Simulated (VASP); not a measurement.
Wanted: the native input for a VASP 6.6.1 run.

| Item | Value |
| --- | --- |
| Task | single point |
| Functional | PBE |
| Potentials or basis | VASP PAW PBE potentials, release 64 (Al, N, C) |
| Cutoff | 520 eV |
| k mesh | 9 × 6 × 1 |
| Occupations | gaussian, width 0.05 eV |
| Spin | collinear spin |
| Starting moments | [0.0, 0.0, 0.0, 0.0, 0.0, 0.0, 0.0, 0.0, 2.0] μB |
| Dipole correction | yes |
| Further INCAR settings | ALGO = Normal; EDIFF = 1e-07; NBANDS = 32 |

The structure of Al4CN4 lies in POSCAR:

```
Al4CN4
1.0
    3.1297683445      0.0000000000      0.0000000000
    0.0000000000      5.0173032419      0.0000000000
    0.0000000000      0.0000000000     19.0620320396
Al N C
4 4 1
Direct
    0.0000000000      0.9982714950      0.2098412169
    0.5000000000      0.4982714950      0.2572383830
    0.5000000000      0.9915197257      0.3577010219
    0.0000000000      0.4624332462      0.3868097530
    0.0000000000      0.6167285050      0.2098412169
    0.5000000000      0.1167285050      0.2572383830
    0.5000000000      0.6143669392      0.3564124135
    0.0000000000      0.1112303975      0.3967065014
    0.3333333333      0.2778970642      0.4653367857
```

One way to write it, as run:

INCAR

```
PREC = Accurate
ENCUT = 520
EDIFF = 1E-7
ISMEAR = 0
SIGMA = 0.05
LREAL = F
LASPH = T
NELM = 150
ALGO = Normal
ISIF = 2
LWAVE = F
LCHARG = F
ISPIN = 2
MAGMOM = 0 0 0 0 0 0 0 0 2
LORBIT = 11
LDIPOL = T
IDIPOL = 3
DIPOL = 0.5 0.5 0.322
GGA = PE
NBANDS = 32
```

KPOINTS

```
regular mesh
0
Gamma
  9 6 1
```

Potentials or basis: VASP PAW PBE potentials, release 64 (Al, N, C).

Launch:

```console
$ cat potpaw_PBE.64/Al/POTCAR potpaw_PBE.64/N/POTCAR potpaw_PBE.64/C/POTCAR > POTCAR
$ mpirun -np 1 vasp_std > vasp.out
```

Results of the run:

The largest force is 2.730 eV/Å and the band gap on the k mesh is 0.23 eV (least direct gap 0.46 eV). The net moment is 2.00 μB per cell and the site moments are Al +0.01, +0.00, +0.02, +0.04; N +0.01, +0.00, +0.05, +0.10; C +0.82 μB. The valence electrons inside the program's atomic spheres are Al 0.75, 0.79, 0.80, 0.85; N 3.72, 3.80, 3.87, 3.83; C 2.12.

Run time: 17 min on 1 thread of Oxide Virtual Turin-like Processor, with other jobs on the host, peak memory 0.68 GiB.
